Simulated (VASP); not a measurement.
A run of VASP 6.6.1:

Contents of INCAR:

```
PREC = Accurate
ENCUT = 600
EDIFF = 1E-6
ISMEAR = 0
SIGMA = 0.1
LREAL = False
LASPH = True
NELM = 120
ALGO = Normal
ISIF = 2
LWAVE = False
LCHARG = False
GGA = PE
NBANDS = 24
GGA_COMPAT = False
```

KPOINTS

```
Automatic mesh
0
Gamma
  6 6 6
```

The input POSCAR:

```
Be3CdS2
1.0
    5.2169787100      0.0000000000      0.0000000000
   -2.6084893600      4.5180360900      0.0000000000
    0.0000000000      0.0000000000      3.6642470000
Be Cd S
3 1 2
Direct
    0.5000000000      0.5000000000      0.4595159900
    0.5000000000      0.0000000000      0.4595159900
    0.0000000000      0.5000000000      0.4595159900
    0.0000000000      0.0000000000      0.8888130200
    0.6666666700      0.3333333300      0.9631379800
    0.3333333300      0.6666666700      0.9631379800
```

Potentials or basis: VASP PAW PBE potentials, release 64 (Be, Cd, S).

Run with:

```sh
$ cat potpaw_PBE.64/Be/POTCAR potpaw_PBE.64/Cd/POTCAR potpaw_PBE.64/S/POTCAR > POTCAR
$ mpirun -np 1 vasp_std > vasp.out
```

Hardware: 1 thread of AMD EPYC 9755 128-Core Processor, on a shared host.

Question: How long does it take, and how much memory?

Answer: Wall time 110 s on 1 thread of AMD EPYC 9755 128-Core Processor (shared host), peak memory 0.22 GiB. Counts: scf iterations 14, k points 28.
